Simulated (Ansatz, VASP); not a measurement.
# Two plane-wave programs on TePb

```
Pb Te
1.0
     0.00000    3.18733    3.18733
     3.18733    0.00000    3.18733
     3.18733    3.18733    0.00000
Pb Te
1 1
Direct
  0.00000 0.00000 0.00000
  0.50000 0.50000 0.50000
```

Alike in both runs: task single point; functional BLYP; k mesh 7 × 7 × 7; occupations fermi-dirac, width 0.05 eV; no spin polarisation.

```csv
,VASP,Ansatz
version,VASP 6.6.1,Ansatz 0.2.0
potentials or method,"VASP PAW PBE potentials, release 64 (Pb_d, Te)",Ansatz PAW
plane-wave cutoff (eV),520,420
valence electrons in the cell,20,30
```

Ansatz gave:

- pressure (GPa): 7.7

What did VASP give for the same quantities?

Pressure (GPa): 7.9.

VASP's potentials were made for PBE, not for BLYP. VASP's potentials hold 20 valence electrons a cell and Ansatz's 30, so a difference there can come from the potentials and not from the codes.

Neither program's run includes spin-orbit coupling.
